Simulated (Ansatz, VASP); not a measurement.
Li: VASP beside Ansatz

File POSCAR:

```
Li
1.0
   -1.7546500000      1.7546500000      1.7546500000
    1.7546500000     -1.7546500000      1.7546500000
    1.7546500000      1.7546500000     -1.7546500000
Li
1
Direct
    0.0000000000      0.0000000000      0.0000000000
```

INCAR.step1

```
SYSTEM = Li
ALGO = Normal
EDIFF = 1E-4
ENCUT = 600
GGA = PE
ISMEAR = -1
LASPH = .TRUE.
LCHARG = .FALSE.
LREAL = .FALSE.
LWAVE = .TRUE.
NELM = 80
PREC = Accurate
SIGMA = 0.05
```

The input INCAR.step2:

```
SYSTEM = Li
ALGO = Normal
EDIFF = 1E-6
EDIFFG = -0.01
ENCUT = 600
IBRION = 2
ISIF = 3
ISMEAR = -1
ISTART = 1
LASPH = .TRUE.
LCHARG = .FALSE.
LMIXTAU = .TRUE.
LREAL = .FALSE.
LWAVE = .FALSE.
METAGGA = R2SCAN
NELM = 80
NSW = 80
PREC = Accurate
SIGMA = 0.05
```

File KPOINTS:

```
k-points
0
G
  15 15 15
  0 0 0
```

Input for Ansatz:

```yaml
crystal:
  lattice:
    - [-1.75465, 1.75465, 1.75465]
    - [1.75465, -1.75465, 1.75465]
    - [1.75465, 1.75465, -1.75465]
  atoms:
    - { symbol: Li, position: [0.0, 0.0, 0.0] }
basis:
  ecutwfc: 500
  xc_grid: 2
hamiltonian:
  xc: r2scan
  pseudopotentials: { kind: paw, azcp: { folder: soft_1 } }
kpoints:
  mp_grid: { grid: [15, 15, 15] }
scf:
  occupations: { method: fermi_dirac, width: 0.05 }
  max_iter: 150
output:
  forces: true
  stress: true
relax:
  f_tol: 0.01
  max_steps: 60
  cell: {}
checkpoint:
  write: "../r2scan.run"
  compress: false
  write_wavefunctions: false
  write_every: 100000
```

Alike in both runs: task relaxation of cell and atoms; functional r2SCAN; k mesh 15 × 15 × 15; occupations fermi-dirac, width 0.05 eV; no spin polarisation.

|  | VASP | Ansatz |
| --- | --- | --- |
| version | VASP 6.6.1 | Ansatz 0.2.0 |
| potentials or method | VASP PAW PBE potentials, release 64 (Li_sv), cutoff 600 eV | plane-wave PAW DFT |
| valence electrons in the cell | 3 | 3 |

```csv
,VASP,Ansatz,Ansatz less VASP
relaxed volume (Å³/atom),20.75,20.98,+0.228
relaxed cell length with the largest relative difference (Å),2.998,3.009,+0.0109
```

VASP's potentials were made for PBE, not for r2SCAN.

Noted on VASP's run: the cutoff is short for stress, so the pressure is rough.
